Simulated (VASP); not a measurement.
# Al2Cu (I4/mmm) in VASP: notebook

The runs below take Al2Cu through elastic constants, vibrations by perturbation theory, with PBEsol.

Everything below comes from runs of VASP 6.6.1. Logs are shortened: lines on timing, memory, paths and dates and some standing lists are left out, and cuts for length are marked.

### Step 1. The cell of the first run

Symmetry: I4/mmm, No. 139, tetragonal system. Conventional cell: a = 4.061 Å, b = 4.061 Å, c = 5.702 Å, α = 90.00°, β = 90.00°, γ = 90.00°. Within 3.3 Å of Cu (site symmetry 4/mmm) lie 8 Al at 2.48 Å. Within 3.3 Å of Al (site symmetry -4m2) lie 4 Cu at 2.48 Å and 6 Al at 2.85 to 2.87 Å.

### Step 2. Elastic constants, PBEsol

INCAR reads:

```
SYSTEM = Al2Cu
PREC = Accurate ; ENCUT = 600
EDIFF = 1E-8 ; ISMEAR = -1
SIGMA = 0.05 ; LREAL = .False.
LASPH = .True. ; NELM = 60
ALGO = Normal ; ISIF = 3
LWAVE = .False. ; LCHARG = .False.
GGA = PS ; IBRION = 6
NFREE = 2 ; POTIM = 0.015
NSW = 1
```

KPOINTS reads:

```
regular mesh
0
Gamma
  8 8 8
  0 0 0
```

POSCAR reads:

```
Al2Cu
1.0
   -2.0303375000      2.0303375000      2.8510940000
    2.0303375000     -2.0303375000      2.8510940000
    2.0303375000      2.0303375000     -2.8510940000
Cu Al
1 2
Direct
    0.5000000000      0.5000000000      0.0000000000
    0.2500000000      0.7500000000      0.5000000000
    0.7500000000      0.2500000000      0.5000000000
```

Potentials or basis: VASP PAW PBE potentials, release 64 (Cu, Al).

Launch:

```bash
$ cat potpaw_PBE.64/Cu/POTCAR potpaw_PBE.64/Al/POTCAR > POTCAR
$ mpirun -np 1 vasp_std > vasp.out
```

OUTCAR:

```text
SYSTEM = Al2Cu
   PREC = Accurate
   ENCUT = 600
   EDIFF = 1E-8
   ISMEAR = -1
   LREAL = .False.
   LASPH = .True.
   NELM = 60
   ISIF = 3
   GGA = PS
   IBRION = 6
   NFREE = 2
   POTIM = 0.015
   NSW = 1

 ion  position               nearest neighbor table
   1  0.500  0.500  0.000-   2 2.48   3 2.48   2 2.48   3 2.48   2 2.48   3 2.48   2 2.48   3 2.48

   2  0.250  0.750  0.500-   1 2.48   1 2.48   1 2.48   1 2.48   3 2.85   3 2.85   3 2.87   3 2.87
                             3 2.87   3 2.87
   3  0.750  0.250  0.500-   1 2.48   1 2.48   1 2.48   1 2.48   2 2.85   2 2.85   2 2.87   2 2.87
                             2 2.87   2 2.87

  LATTYP: Found a body centered tetragonal cell.
 ALAT       =     4.0606750000
 C/A-ratio  =     1.4042463384

  Lattice vectors:

 A1 = (  -2.0303375000,   2.0303375000,   2.8510940000)
 A2 = (   2.0303375000,  -2.0303375000,   2.8510940000)
 A3 = (   2.0303375000,   2.0303375000,  -2.8510940000)

Analysis of symmetry for initial positions (statically):
=====================================================================
 Subroutine PRICEL returns:
 Original cell was already a primitive cell.

 Routine SETGRP: Setting up the symmetry group for a
 body centered tetragonal supercell.

 Subroutine GETGRP returns: Found 16 space group operations
 (whereof 16 operations were pure point group operations)
 out of a pool of 16 trial point group operations.

The static configuration has the point symmetry D_4h.

Analysis of symmetry for dynamics (positions and initial velocities):
=====================================================================
 Subroutine PRICEL returns:
 Original cell was already a primitive cell.

 Routine SETGRP: Setting up the symmetry group for a
 body centered tetragonal supercell.

 Subroutine GETGRP returns: Found 16 space group operations
 (whereof 16 operations were pure point group operations)
 out of a pool of 16 trial point group operations.

The dynamic configuration has the point symmetry D_4h.

 Subroutine INISYM returns: Found 16 space group operations
 (whereof 16 operations are pure point group operations),
 and found     1 'primitive' translations

----------------------------------------------------------------------------------------

                                     Primitive cell

  volume of cell :      47.0119

  direct lattice vectors                    reciprocal lattice vectors
    -2.030337500  2.030337500  2.851094000     0.000000000  0.246264476  0.175371279
     2.030337500 -2.030337500  2.851094000     0.246264476  0.000000000  0.175371279
     2.030337500  2.030337500 -2.851094000     0.246264476  0.246264476  0.000000000

  length of vectors
     4.046390703  4.046390703  4.046390703     0.302326442  0.302326442  0.348270562

  position of ions in fractional coordinates (direct lattice)
     0.500000000  0.500000000  0.000000000
     0.250000000  0.750000000  0.500000000
     0.750000000  0.250000000  0.500000000

  ion indices of the primitive-cell ions
   primitive index   ion index
                 1           1
                 2           2
                 3           3

----------------------------------------------------------------------------------------

 KPOINTS: regular mesh

Automatic generation of k-mesh.
 Grid dimensions read from file:
 generate k-points for:    8    8    8

 Generating k-lattice:

  Cartesian coordinates                     Fractional coordinates (reciprocal lattice)
     0.000000000  0.030783059  0.021921410     0.125000000  0.000000000  0.000000000
[... 116 lines left out ...]
  in kB       -2.3115011     -2.3115011      5.8346142      0.0000000      0.0000000      0.0000000
  external PRESSURE =       0.4038706 kB  Pullay stress =       0.0000000 kB
[... 92 lines left out ...]
  FREE ENERGIE OF THE ION-ELECTRON SYSTEM (eV)
  ---------------------------------------------------
  free  energy   TOTEN  =       -13.0131522077 eV

  energy  without entropy=      -13.0076212841  energy(sigma->0) =      -13.01038675

[... ionic steps 4 to 18 ...]

--------------------------------------- Ionic step       19  -------------------------------------------

 number of electron      17.0000011 magnetization

------------------------ aborting loop because EDIFF is reached ----------------------------------------
[... 69 lines left out ...]
--------------------------------------- Ionic step       21  -------------------------------------------

 number of electron      17.0000011 magnetization

 Free energy of the ion-electron system (eV)
  ---------------------------------------------------
  ext. energy  EPLUGINS =         0.00000000
  ---------------------------------------------------
  free energy    TOTEN  =       -13.01882447 eV

  energy without entropy =      -13.01311206  energy(sigma->0) =      -13.01596827

 E-fermi :   7.1166     XC(G=0): -10.6289

 val. band max:        7.0695981101   @ k =   0.0000   0.6250  -0.1250
 cond. band min:       7.1926999156   @ k =  -0.0000  -0.2500  -0.1250
 fundamental gap:      0.1231018055
 Fermi energy:         7.1165665331

 k-point     1 :       0.0000    0.0000    0.0000
  band No.  band energies     occupation
      1      -3.2082      2.00000
      2       2.4533      2.00000
      3       2.4564      2.00000
      4       2.4661      2.00000
      5       3.0197      2.00000
      6       3.0325      2.00000
      7       9.9478      0.00000
      8       9.9898      0.00000
      9       9.9928      0.00000
     10      10.0254      0.00000
     11      10.0743      0.00000
     12      10.0767      0.00000
[... 331 lines left out ...]
 k-point    24 :       0.3750    0.1250    0.1250
  band No.  band energies     occupation
      1       0.1580      2.00000
      2       0.8702      2.00000
      3       2.4756      2.00000
      4       2.7410      2.00000
      5       2.8991      2.00000
      6       3.0835      2.00000
      7       3.1774      2.00000
      8       5.1457      2.00000
      9       6.0685      2.00000
     10      10.0261      0.00000
     11      10.7173      0.00000
     12      13.8953      0.00000

 [... further k-points ...]

------------------------ aborting loop because EDIFF is reached ----------------------------------------

  FORCE on cell =-STRESS in cart. coord.  units (eV):
  Direction    XX          YY          ZZ          XY          YZ          ZX
  --------------------------------------------------------------------------------------
  -------------------------------------------------------------------------------------
  Total       -0.1451749     -0.0019345      0.1666882      0.0000000      0.0000000      0.0000000
  in kB       -4.9475964     -0.0659276      5.6807733      0.0000000      0.0000000      0.0000000
  external PRESSURE =       0.2224164 kB  Pullay stress =       0.0000000 kB
[... 18 lines left out ...]
  FREE ENERGIE OF THE ION-ELECTRON SYSTEM (eV)
  ---------------------------------------------------
  free  energy   TOTEN  =       -13.0188244717 eV

  energy  without entropy=      -13.0131120590  energy(sigma->0) =      -13.01596827

 INTERNAL STRAIN TENSORS FROM STRAINED CELLS
 ============================================

 INTERNAL STRAIN TENSOR FOR ION    1 for displacements in x,y,z  (eV/Angst):
          X           Y           Z          XY          YZ          ZX
  --------------------------------------------------------------------------------
  x    -0.00000    -0.00000    -0.00000    -0.00000     0.00000     0.00000
  y    -0.00000     0.00000    -0.00000     0.00000    -0.00000    -0.00000
  z     0.00000    -0.00000     0.00000     0.00000    -0.00000    -0.00000

 INTERNAL STRAIN TENSORS FROM DISPLACED ATOMS
 ============================================

 INTERNAL STRAIN TENSOR FOR ION    1 for displacements in x,y,z  (eV/Angst):
          X           Y           Z          XY          YZ          ZX
  --------------------------------------------------------------------------------
  x     0.00000     0.00000     0.00000     0.00000     0.00000     0.00000
  y     0.00000     0.00000     0.00000     0.00000     0.00000     0.00000
  z     0.00000     0.00000     0.00000     0.00000     0.00000     0.00000

 INTERNAL STRAIN TENSOR FOR ION    3 for displacements in x,y,z  (eV/Angst):
          X           Y           Z          XY          YZ          ZX
  --------------------------------------------------------------------------------
  x     0.00000     0.00000     0.00000     0.00000     0.00000    -5.01422
  y     0.00000     0.00000     0.00000     0.00000     5.01422     0.00000
  z    -4.76871     4.76871     0.00000     0.00000     0.00000     0.00000

 Eigenvectors and eigenvalues of the dynamical matrix
 ----------------------------------------------------

   1 f  =    8.525144 THz    53.565057 2PiTHz  284.368184 cm-1    35.257145 meV
             X         Y         Z           dx          dy          dz
      0.000000  0.000000  2.851094     0.000000    0.000000    0.000000
      2.030337  0.000000  1.425547     0.000000   -0.000000   -0.707107
      0.000000  2.030337  1.425547    -0.000000   -0.000000    0.707107
[... 43 lines left out ...]
   9 f/i=    0.009014 THz     0.056638 2PiTHz    0.300680 cm-1     0.037280 meV
             X         Y         Z           dx          dy          dz
      0.000000  0.000000  2.851094    -0.000000    0.000000   -0.734607
      2.030337  0.000000  1.425547    -0.000000    0.000000   -0.479767
      0.000000  2.030337  1.425547    -0.000000    0.000000   -0.479767

--------------------------------------------------------------------------------------------------------

 ELASTIC MODULI CONTR FROM IONIC RELAXATION (kBar)
 Direction    XX          YY          ZZ          XY          YZ          ZX
 --------------------------------------------------------------------------------
 XX        -193.1855    193.1855      0.0000      0.0000     -0.0000     -0.0000
 YY         193.1855   -193.1855      0.0000      0.0000      0.0000      0.0000
 ZZ           0.0000      0.0000      0.0000      0.0000      0.0000      0.0000
 XY           0.0000      0.0000      0.0000      0.0000      0.0000      0.0000
 YZ          -0.0000      0.0000      0.0000      0.0000   -224.1291      0.0000
 ZX          -0.0000      0.0000      0.0000      0.0000      0.0000   -224.1292
 --------------------------------------------------------------------------------

 TOTAL ELASTIC MODULI (kBar)
 Direction    XX          YY          ZZ          XY          YZ          ZX
 --------------------------------------------------------------------------------
 XX        1984.6156    444.0406    666.3570      0.0000     -0.0000     -0.0000
 YY         444.0406   1984.6156    666.3570      0.0000      0.0000      0.0000
 ZZ         666.3570    666.3570   1843.9602      0.0000      0.0000      0.0000
 XY           0.0000      0.0000      0.0000    476.4047      0.0000      0.0000
 YZ          -0.0000      0.0000      0.0000      0.0000    693.2578      0.0000
 ZX          -0.0000      0.0000      0.0000      0.0000      0.0000    693.2577
 --------------------------------------------------------------------------------
```

Run time: 9.5 min. Hardware: 1 thread of AMD EPYC 9R45 (Zen 5), shared host; peak memory 0.33 GiB.

What came out:

```
Voigt bulk modulus            : 104 GPa
Highest phonon frequency at Γ : 284 cm⁻¹
```

Phonon frequencies in cm⁻¹ (negative: imaginary):
```
              q point                    frequencies
(0.000, 0.000, 0.000)  0 0 0 264 266 266 278 278 284
```

Elastic tensor in Voigt notation (GPa, in the Cartesian axes of the cell as first typed):
```
198  44  67   0   0   0
 44 198  67   0   0   0
 67  67 184   0   0   0
  0   0   0  69   0   0
  0   0   0   0  69   0
  0   0   0   0   0  48
```

Clamped-ion elastic tensor (GPa):
```
218  25  67   0   0   0
 25 218  67   0   0   0
 67  67 184   0   0   0
  0   0   0  92   0   0
  0   0   0   0  92   0
  0   0   0   0   0  48
```

Caveat: the PAW data sets were made with another functional, which shifts forces and pressure a little.

### Step 3. Vibrations by perturbation theory, PBEsol

INCAR reads:

```
PREC = Accurate ; ENCUT = 520
EDIFF = 1E-8 ; ISMEAR = -1
SIGMA = 0.05 ; LREAL = False
LASPH = True ; NELM = 80
ALGO = Normal ; ISIF = 2
LWAVE = False ; LCHARG = False
GGA = PS ; IBRION = 8
NSW = 1
```

KPOINTS reads:

```
Automatic mesh
0
Gamma
  8 8 8
```

POSCAR is that of step 2.

Potentials or basis: VASP PAW PBE potentials, release 64 (Cu, Al).

Launch:

```bash
$ cat potpaw_PBE.64/Cu/POTCAR potpaw_PBE.64/Al/POTCAR > POTCAR
$ mpirun -np 1 vasp_std > vasp.out
```

OUTCAR:

```text
PREC = Accurate
   ENCUT = 520
   EDIFF = 1E-8
   ISMEAR = -1
   LREAL = False
   LASPH = True
   NELM = 80
   ISIF = 2
   GGA = PS
   IBRION = 8
   NSW = 1

 ion  position               nearest neighbor table
   1  0.500  0.500  0.000-   2 2.48   3 2.48   2 2.48   3 2.48   2 2.48   3 2.48   2 2.48   3 2.48

   2  0.250  0.750  0.500-   1 2.48   1 2.48   1 2.48   1 2.48   3 2.85   3 2.85   3 2.87   3 2.87
                             3 2.87   3 2.87
   3  0.750  0.250  0.500-   1 2.48   1 2.48   1 2.48   1 2.48   2 2.85   2 2.85   2 2.87   2 2.87
                             2 2.87   2 2.87

  LATTYP: Found a body centered tetragonal cell.
 ALAT       =     4.0606750000
 C/A-ratio  =     1.4042463384

  Lattice vectors:

 A1 = (  -2.0303375000,   2.0303375000,   2.8510940000)
 A2 = (   2.0303375000,  -2.0303375000,   2.8510940000)
 A3 = (   2.0303375000,   2.0303375000,  -2.8510940000)
[... 618 lines left out ...]
  x     0.00000     0.00000     0.00000     0.00000     0.00000    -4.84868
  y     0.00000     0.00000     0.00000     0.00000     4.88937     0.00000
  z    -4.66362     4.66362     0.00000     0.00000     0.00000     0.00000

 SECOND DERIVATIVES (NOT SYMMETRIZED)
 ------------------------------------
               1X          1Y          1Z          2X          2Y          2Z          3X          3Y          3Z
  1X    -7.565154    0.000000    0.000000    3.782577    0.000000    0.000000    3.782577    0.000000    0.000000
  1Y     0.000000   -7.565154    0.000000    0.000000    3.782577    0.000000    0.000000    3.782577    0.000000
  1Z     0.000000   -0.000000   -7.484770    0.000000    0.000000    3.742385    0.000000   -0.000000    3.742385
  2X     3.781825    0.000000    0.000000   -5.711899    0.000000    0.000000    1.930074    0.000000    0.000000
  2Y     0.000000    3.781825    0.000000    0.000000   -5.711899    0.000000    0.000000    1.930074    0.000000
  2Z     0.000000    0.000000    3.744577    0.000000    0.000000   -5.884805    0.000000    0.000000    2.140228
  3X     3.781825    0.000000    0.000000    1.930074    0.000000    0.000000   -5.711899    0.000000    0.000000
  3Y     0.000000    3.781825    0.000000    0.000000    1.930074    0.000000    0.000000   -5.711899    0.000000
  3Z     0.000000    0.000000    3.744577    0.000000    0.000000    2.140228    0.000000    0.000000   -5.884805

 Eigenvectors and eigenvalues of the dynamical matrix
 ----------------------------------------------------

   1 f  =    8.525996 THz    53.570412 2PiTHz  284.396608 cm-1    35.260670 meV
             X         Y         Z           dx          dy          dz
      0.000000  0.000000  2.851094     0.000000    0.000000    0.000000
      2.030337  0.000000  1.425547     0.000000    0.000000   -0.707107
      0.000000  2.030337  1.425547    -0.000000   -0.000000    0.707107
[... 43 lines left out ...]
   9 f/i=    0.001155 THz     0.007259 2PiTHz    0.038537 cm-1     0.004778 meV
             X         Y         Z           dx          dy          dz
      0.000000  0.000000  2.851094     0.000000    0.000000    0.735476
      2.030337  0.000000  1.425547     0.000000    0.000000    0.479100
      0.000000  2.030337  1.425547     0.000000    0.000000    0.479100

--------------------------------------------------------------------------------------------------------

 ELASTIC MODULI CONTR FROM IONIC RELAXATION (kBar)
 Direction    XX          YY          ZZ          XY          YZ          ZX
 --------------------------------------------------------------------------------
 XX        -184.7276    184.7276      0.0000      0.0000     -0.0000     -0.0000
 YY         184.7276   -184.7276      0.0000      0.0000      0.0000      0.0000
 ZZ           0.0000      0.0000      0.0000      0.0000      0.0000      0.0000
 XY           0.0000      0.0000      0.0000      0.0000      0.0000      0.0000
 YZ          -0.0000      0.0000      0.0000      0.0000   -213.2223     -0.0000
 ZX          -0.0000      0.0000      0.0000      0.0000     -0.0000   -209.6886
 --------------------------------------------------------------------------------
```

OSZICAR:

```text
N       E                     dE             d eps       ncg     rms          rms(c)
DAV:   1     0.692584174733E+02    0.69258E+02   -0.70366E+03  1416   0.148E+03
DAV:   2    -0.120982438711E+02   -0.81357E+02   -0.75377E+02  1424   0.248E+02
DAV:   3    -0.155789801702E+02   -0.34807E+01   -0.33339E+01  1852   0.678E+01
[... 94 lines left out ...]
RMM:   7    -0.690199944209E-02   -0.23928E-06   -0.65412E-08  3898   0.241E-03    0.719E-04
RMM:   8    -0.690197121091E-02    0.28231E-07   -0.10810E-07  3635   0.986E-04    0.401E-04
RMM:   9    -0.690199151700E-02   -0.20306E-07    0.59648E-09  3448   0.557E-04    0.175E-04
RMM:  10    -0.690204368821E-02   -0.52171E-07   -0.23025E-08  3954   0.207E-04    0.729E-05
RMM:  11    -0.690204795989E-02   -0.42717E-08   -0.27524E-08  3913   0.583E-05    0.305E-05
 Linear response finished
```

It took 11 min on 1 thread of Intel Xeon 8259CL, shared host; peak memory 0.39 GiB.

Results:

* Highest phonon frequency at Γ: 284 cm⁻¹

Phonon frequencies in cm⁻¹ (negative: imaginary):
| q point | frequencies |
| --- | --- |
| (0.000, 0.000, 0.000) | 0 0 0 264 265 265 278 278 284 |

Caveat: the PAW data sets were made with another functional, which shifts forces and pressure a little.
